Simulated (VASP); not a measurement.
# LaC (Fm-3m) in VASP: notebook

LaC is run at these levels: PBE; tasks: single point.

Program: VASP 6.6.1. These are calculated values, not measurements. Logs are shortened: lines on timing, memory, paths and dates and some standing lists are left out, and cuts for length are marked.

**1. The cell of the first run**

It takes space group Fm-3m (No. 225, cubic). Conventional cell: a = 5.264 Å, b = 5.264 Å, c = 5.264 Å, α = 90.00°, β = 90.00°, γ = 90.00°. La (site symmetry m-3m) has 6 C at 2.63 Å within 3.5 Å. Within 3.5 Å of C (site symmetry m-3m) lie 6 La at 2.63 Å.

**2. Single point, PBE**

Input file INCAR:

```
SYSTEM = LaC
ALGO = Normal
EDIFF = 1E-6
ENCUT = 520
GGA = PE
ISIF = 2
ISMEAR = 0
LASPH = .True.
LCHARG = .True.
LELF = .True.
LREAL = .False.
LVHAR = .True.
LWAVE = .False.
NBANDS = 14
NELM = 80
PREC = Accurate
SIGMA = 0.05
```

Input file KPOINTS:

```
k-points
0
Gamma
  12 12 12
  0 0 0
```

Input file POSCAR:

```
LaC
1.0
    0.0000000000      2.6320000000      2.6320000000
    2.6320000000      0.0000000000      2.6320000000
    2.6320000000      2.6320000000      0.0000000000
La C
1 1
Direct
    0.5000000000      0.5000000000      0.5000000000
    0.0000000000      0.0000000000      0.0000000000
```

Potentials or basis: VASP PAW PBE potentials, release 64 (La, C).

Run with:

```bash
> cat potpaw_PBE.64/La/POTCAR potpaw_PBE.64/C/POTCAR > POTCAR
> mpirun -np 1 vasp_std > vasp.out
```

OUTCAR:

```text
SYSTEM = LaC
   EDIFF = 1E-6
   ENCUT = 520
   GGA = PE
   ISIF = 2
   ISMEAR = 0
   LASPH = .True.
   LREAL = .False.
   NELM = 80
   PREC = Accurate

 ion  position               nearest neighbor table
   1  0.500  0.500  0.500-   2 2.63   2 2.63   2 2.63   2 2.63   2 2.63   2 2.63
   2  0.000  0.000  0.000-   1 2.63   1 2.63   1 2.63   1 2.63   1 2.63   1 2.63

  LATTYP: Found a face centered cubic cell.
 ALAT       =     5.2640000000

  Lattice vectors:

 A1 = (   0.0000000000,   2.6320000000,   2.6320000000)
 A2 = (   2.6320000000,   0.0000000000,   2.6320000000)
 A3 = (   2.6320000000,   2.6320000000,   0.0000000000)

Analysis of symmetry for initial positions (statically):
=====================================================================
 Subroutine PRICEL returns:
 Original cell was already a primitive cell.

 Routine SETGRP: Setting up the symmetry group for a
 face centered cubic supercell.

 Subroutine GETGRP returns: Found 48 space group operations
 (whereof 48 operations were pure point group operations)
 out of a pool of 48 trial point group operations.

The static configuration has the point symmetry O_h .

Analysis of symmetry for dynamics (positions and initial velocities):
=====================================================================
 Subroutine PRICEL returns:
 Original cell was already a primitive cell.

 Routine SETGRP: Setting up the symmetry group for a
 face centered cubic supercell.

 Subroutine GETGRP returns: Found 48 space group operations
 (whereof 48 operations were pure point group operations)
 out of a pool of 48 trial point group operations.

The dynamic configuration has the point symmetry O_h .

 Subroutine INISYM returns: Found 48 space group operations
 (whereof 48 operations are pure point group operations),
 and found     1 'primitive' translations

----------------------------------------------------------------------------------------

                                     Primitive cell

  volume of cell :      36.4660

  direct lattice vectors                    reciprocal lattice vectors
     0.000000000  2.632000000  2.632000000    -0.189969605  0.189969605  0.189969605
     2.632000000  0.000000000  2.632000000     0.189969605 -0.189969605  0.189969605
     2.632000000  2.632000000  0.000000000     0.189969605  0.189969605 -0.189969605

  length of vectors
     3.722210096  3.722210096  3.722210096     0.329037008  0.329037008  0.329037008

  position of ions in fractional coordinates (direct lattice)
     0.500000000  0.500000000  0.500000000
     0.000000000  0.000000000  0.000000000

  ion indices of the primitive-cell ions
   primitive index   ion index
                 1           1
                 2           2

----------------------------------------------------------------------------------------

 KPOINTS: k-points

Automatic generation of k-mesh.
 Grid dimensions read from file:
 generate k-points for:   12   12   12

 Generating k-lattice:

  Cartesian coordinates                     Fractional coordinates (reciprocal lattice)
    -0.015830800  0.015830800  0.015830800     0.083333333  0.000000000  0.000000000
     0.015830800 -0.015830800  0.015830800     0.000000000  0.083333333  0.000000000
     0.015830800  0.015830800 -0.015830800     0.000000000  0.000000000  0.083333333

  Length of vectors
     0.027419751  0.027419751  0.027419751

  Shift w.r.t. Gamma in fractional coordinates (k-lattice)
     0.000000000  0.000000000  0.000000000

 Subroutine IBZKPT returns following result:
 ===========================================

 Found     72 irreducible k-points:

 Following reciprocal coordinates:
            Coordinates               Weight
  0.000000  0.000000  0.000000      1.000000
  0.083333  0.000000  0.000000      8.000000
  0.166667  0.000000  0.000000      8.000000
  0.250000  0.000000  0.000000      8.000000
  0.333333  0.000000  0.000000      8.000000
  0.416667  0.000000  0.000000      8.000000
[... 16 lines left out ...]
  0.500000  0.166667  0.000000     24.000000
 -0.416667  0.166667  0.000000     24.000000
 [... further k-points ...]
   k-points           NKPTS =     72   k-points in BZ     NKDIM =     72   number of bands    NBANDS=     14
   number of dos      NEDOS =    301   number of ions     NIONS =      2
   total plane-waves  NPLWV =  21952
   dimension x,y,z NGX =    28 NGY =   28 NGZ =   28
   dimension x,y,z NGXF=    56 NGYF=   56 NGZF=   56
   ions per type =               1   1
   NGX,Y,Z   is equivalent  to a cutoff of  12.51, 12.51, 12.51 a.u.
   NGXF,Y,Z  is equivalent  to a cutoff of  25.01, 25.01, 25.01 a.u.
 SYSTEM =  LaC
   PREC   = accura    normal or accurate (medium, high low for compatibility)
   ISTART =      0    job   : 0-new  1-cont  2-samecut
   ICHARG =      2    charge: 1-file 2-atom 10-const
   ISPIN  =      1    spin polarized calculation?
   LNONCOLLINEAR =      F non collinear calculations
   LSORBIT =      F    spin-orbit coupling
   LASPH  =      T    aspherical Exc in radial PAW
   ENCUT  =  520.0 eV  38.22 Ry    6.18 a.u.   6.92  6.92  6.92*2*pi/ulx,y,z
   NELM   =     80;   NELMIN=  2; NELMDL= -5     # of ELM steps
   EDIFF  = 0.1E-05   stopping-criterion for ELM
   LREAL  =      F    real-space projection
   EDIFFG = 0.1E-04   stopping-criterion for IOM
   NSW    =      0    number of steps for IOM
   IBRION =     -1    ionic relax: 0-MD 1-quasi-New 2-CG
   NFREE  =      0    steps in history (QN), initial steepest desc. (CG)
   ISIF   =      2    stress and relaxation
   ISYM   =      2    0-nonsym 1-usesym 2-fastsym
   POTIM  = 0.5000    time-step for ionic-motion
   TEBEG  =    0.0;   TEEND  =   0.0 temperature during run
   PSTRESS=    0.0 pullay stress
   NELECT =      15.0000    total number of electrons
   NUPDOWN=      -1.0000    fix difference up-down
   EMIN   =  10.00;   EMAX   =-10.00  energy-range for DOS
   EFERMI =   0.00;   METHOD = LEGACY
   ISMEAR =     0;   SIGMA  =   0.05  broadening in eV -4-tet -1-fermi 0-gaus
   EFERMI_NEDOS =   21; number of points for ismear=-14 and -15
   IALGO  =     38    algorithm
   IMIX   =      4    mixing-type and parameters
     AMIX     =   0.40;   BMIX     =  1.00
     AMIX_MAG =   1.60;   BMIX_MAG =  1.00
  volume/ion in A,a.u.               =      18.23       123.04
  Fermi-wavevector in a.u.,A,eV,Ry     =   1.217520  2.300779 20.168657  1.482354
  Thomas-Fermi vector in A             =   2.352837
   LORBIT       =      0    0 simple, 1 ext, 2 COOP (PROOUT), +10 PAW based schemes
   GGA     = PE    functional components
   LHFCALC =     F    Hartree Fock is set to
   AEXX    =    0.0000 exact exchange contribution
   IVDW    =     0    specifies the selected vdW correction
   LEPSILON=     F    determine dielectric tensor
   LRPA    =     F    only Hartree local field effects (RPA)
 non-spin polarized calculation
 Gauss-broadening in eV      SIGMA  =   0.05
  energy-cutoff  :      520.00
  volume of cell :       36.47
 maximum number of plane-waves:      1002
   NGX = 13   NGY = 13   NGZ = 13

 number of electron      14.9999998 magnetization

 Free energy of the ion-electron system (eV)
  ---------------------------------------------------
  ext. energy  EPLUGINS =         0.00000000
  ---------------------------------------------------
  free energy    TOTEN  =       -13.25791392 eV

  energy without entropy =      -13.25328816  energy(sigma->0) =      -13.25560104

 E-fermi :   8.2719     XC(G=0): -10.8438

 val. band max:        8.2699959906   @ k =  -0.3333   0.4167   0.1667
 cond. band min:       8.2802427453   @ k =   0.3333   0.2500   0.0000
 fundamental gap:      0.0102467546
 Fermi energy:         8.2718605378

 k-point     1 :       0.0000    0.0000    0.0000
  band No.  band energies     occupation
      1     -22.7022      2.00000
      2      -5.7575      2.00000
      3      -5.7575      2.00000
      4      -5.7575      2.00000
      5      -0.5474      2.00000
      6       8.6643      0.00000
      7       8.6643      0.00000
      8       8.6643      0.00000
      9      11.0068      0.00000
     10      11.0068      0.00000
     11      11.0068      0.00000
     12      11.5261      0.00000
     13      12.7968      0.00000
     14      12.7968      0.00000

 k-point     2 :       0.0833    0.0000    0.0000
  band No.  band energies     occupation
      1     -22.6858      2.00000
      2      -5.9452      2.00000
      3      -5.7675      2.00000
      4      -5.7675      2.00000
      5      -0.3453      2.00000
      6       8.3683      0.00635
      7       8.4571      0.00000
      8       8.4571      0.00000
      9      10.7803      0.00000
     10      11.1163      0.00000
     11      11.1163      0.00000
     12      11.8694      0.00000
     13      12.7518      0.00000
     14      12.7574      0.00000

 k-point     3 :       0.1667    0.0000    0.0000
  band No.  band energies     occupation
      1     -22.6405      2.00000
      2      -6.4024      2.00000
      3      -5.7943      2.00000
      4      -5.7943      2.00000
      5       0.1531      2.00000
      6       7.6638      2.00000
      7       7.9795      2.00000
      8       7.9795      2.00000
      9      10.6600      0.00000
     10      11.3928      0.00000
     11      11.3928      0.00000
     12      12.2795      0.00000
     13      12.6815      0.00000
     14      12.6815      0.00000

 k-point     4 :       0.2500    0.0000    0.0000
  band No.  band energies     occupation
      1     -22.5775      2.00000
      2      -6.9390      2.00000
      3      -5.8303      2.00000
      4      -5.8303      2.00000
      5       0.7536      2.00000
      6       6.8520      2.00000
      7       7.4557      2.00000
      8       7.4557      2.00000
      9      10.8078      0.00000
     10      11.7097      0.00000
     11      11.7097      0.00000
     12      12.5282      0.00000
     13      12.6479      0.00000
     14      12.6480      0.00000

 k-point     5 :       0.3333    0.0000    0.0000
  band No.  band energies     occupation
      1     -22.5131      2.00000
      2      -7.4099      2.00000
      3      -5.8657      2.00000
      4      -5.8657      2.00000
      5       1.3078      2.00000
      6       6.1246      2.00000
      7       7.0212      2.00000
      8       7.0212      2.00000
      9      11.1746      0.00000
     10      11.9378      0.00000
     11      11.9378      0.00000
[... 276 lines left out ...]
 k-point    22 :       0.4167    0.1667    0.0000
  band No.  band energies     occupation
      1     -22.4613      2.00000
      2      -7.4121      2.00000
      3      -6.1184      2.00000
      4      -6.0517      2.00000
      5       0.9443      2.00000
      6       6.4335      2.00000
      7       7.3968      2.00000
      8       7.5487      2.00000
      9      10.4377      0.00000
     10      12.1252      0.00000
     11      12.1630      0.00000
     12      12.5206      0.00000
     13      12.5245      0.00000
     14      12.6392      0.00000

 k-point    23 :       0.5000    0.1667    0.0000
  band No.  band energies     occupation
      1     -22.4275      2.00000
      2      -7.6066      2.00000
      3      -6.2135      2.00000
      4      -6.0295      2.00000
      5       1.1379      2.00000
      6       6.2187      2.00000
      7       7.1792      2.00000
      8       7.3546      2.00000
      9      11.0871      0.00000
     10      12.0681      0.00000
     11      12.1277      0.00000
     12      12.5081      0.00000
     13      12.5676      0.00000
     14      12.6736      0.00000

 k-point    24 :      -0.4167    0.1667    0.0000
  band No.  band energies     occupation
      1     -22.4229      2.00000
      2      -7.6323      2.00000
      3      -6.2842      2.00000
      4      -5.9765      2.00000
      5       1.2621      2.00000
      6       6.0276      2.00000
      7       6.9344      2.00000
      8       7.5213      2.00000
      9      11.6024      0.00000
     10      11.8749      0.00000
     11      12.0401      0.00000
     12      12.5041      0.00000
     13      12.6049      0.00000
     14      12.6801      0.00000

 [... further k-points ...]
[... 5 lines left out ...]
  --------------------------------------------------------------------------------------
  -------------------------------------------------------------------------------------
  Total        2.0256893      2.0256893      2.0256893      0.0000000      0.0000000     -0.0000000
  in kB       89.0011795     89.0011795     89.0011795      0.0000000      0.0000000     -0.0000000
  external PRESSURE =      89.0011795 kB  Pullay stress =       0.0000000 kB

 VOLUME and BASIS-vectors are now :
 -----------------------------------------------------------------------------
  energy-cutoff  :      520.00
  volume of cell :       36.47
      direct lattice vectors                 reciprocal lattice vectors
     0.000000000  2.632000000  2.632000000    -0.189969605  0.189969605  0.189969605
     2.632000000  0.000000000  2.632000000     0.189969605 -0.189969605  0.189969605
     2.632000000  2.632000000  0.000000000     0.189969605  0.189969605 -0.189969605

 POSITION                                       TOTAL-FORCE (eV/Angst)
 -----------------------------------------------------------------------------------
      2.63200      2.63200      2.63200         0.000000      0.000000      0.000000
      0.00000      0.00000      0.00000        -0.000000     -0.000000     -0.000000
 -----------------------------------------------------------------------------------
    total drift:                                0.000000      0.000000      0.000000

  FREE ENERGIE OF THE ION-ELECTRON SYSTEM (eV)
  ---------------------------------------------------
  free  energy   TOTEN  =       -13.2579139181 eV

  energy  without entropy=      -13.2532881597  energy(sigma->0) =      -13.25560104
```

It took 34 s on 1 thread of Intel Xeon Platinum 8375C at 2.90GHz (Ice Lake), shared host; peak memory 0.2 GiB.

What came out:

```yaml
Free_energy: -13.2579 eV
Pressure: 8.9 GPa
Band_gap_on_the_k_mesh: zero (an odd number of electrons rules out a gap without spin polarisation)
```

Caveat: the cell stands under pressure; spin-orbit coupling is left out, which moves the levels of the heavy elements.

**3. Single point, PBE**

This run uses another cell than the first one: it holds 16 atoms, not 2.

Input file INCAR:

```
SYSTEM = LaC
ALGO     = Normal         ! electronic algorithm
EDIFF    = 1E-6           ! SCF threshold, eV
ENCUT    = 520            ! plane-wave cutoff, eV
GGA      = PE             ! functional
ISIF     = 2              ! what is computed and relaxed
ISMEAR   = 0              ! smearing method
LASPH    = .TRUE.         ! aspherical terms in the spheres
LCHARG   = .FALSE.        ! write CHGCAR
LREAL    = Auto         
LWAVE    = .FALSE.        ! write WAVECAR
NBANDS   = 74             ! bands
NELM     = 80             ! most SCF steps
PREC     = Accurate       ! precision mode
SIGMA    = 0.05           ! smearing width, eV
```

Input file KPOINTS:

```
k-points
0
G
  4 4 4
  0 0 0
```

Input file POSCAR:

```
LaC
1.0
    0.0000000000      5.4331673882      5.4331673882
    5.4331673882      0.0000000000      5.4331673882
    5.4331673882      5.4331673882      0.0000000000
La C
8 8
Direct
    0.2500000000      0.2500000000      0.2500000000
    0.2500000000      0.2500000000      0.7500000000
    0.2500000000      0.7500000000      0.2500000000
    0.2500000000      0.7500000000      0.7500000000
    0.7500000000      0.2500000000      0.2500000000
    0.7500000000      0.2500000000      0.7500000000
    0.7500000000      0.7500000000      0.2500000000
    0.7500000000      0.7500000000      0.7500000000
    0.0000000000      0.0000000000      0.0000000000
    0.0000000000      0.0000000000      0.5000000000
    0.0000000000      0.5000000000      0.0000000000
    0.0000000000      0.5000000000      0.5000000000
    0.5000000000      0.0000000000      0.0000000000
    0.5000000000      0.0000000000      0.5000000000
    0.5000000000      0.5000000000      0.0000000000
    0.5000000000      0.5000000000      0.5000000000
```

Potentials or basis: VASP PAW PBE potentials, release 64 (La, C).

Run with:

```bash
> cat potpaw_PBE.64/La/POTCAR potpaw_PBE.64/C/POTCAR > POTCAR
> mpirun -np 1 vasp_std > vasp.out
```

It took 11 min on 1 thread of Intel Xeon Platinum 8375C at 2.90GHz (Ice Lake), shared host; peak memory 0.55 GiB.

Results (log left out):

- Free energy: -106.8384 eV
- Pressure: -0.4 GPa
- Band gap on the k mesh: zero (bands 60 and 61 overlap by 0.99 eV)

Levels at points of the mesh, in eV from the Fermi level:
| k point | band 57 | band 58 | band 59 | band 60 | band 61 | band 62 |
| --- | --- | --- | --- | --- | --- | --- |
| (0.00, 0.00, 0.00) | 0.50 | 0.50 | 0.62 | 0.62 | 0.62 | 0.69 |
| (0.50, 0.00, 0.00) | -0.39 | -0.39 | -0.37 | -0.37 | -0.37 | -0.37 |
| (0.50, 0.50, 0.00) | 0.09 | 0.09 | 0.09 | 0.09 | 0.37 | 0.37 |

Caveat: spin-orbit coupling is left out, which moves the levels of the heavy elements.
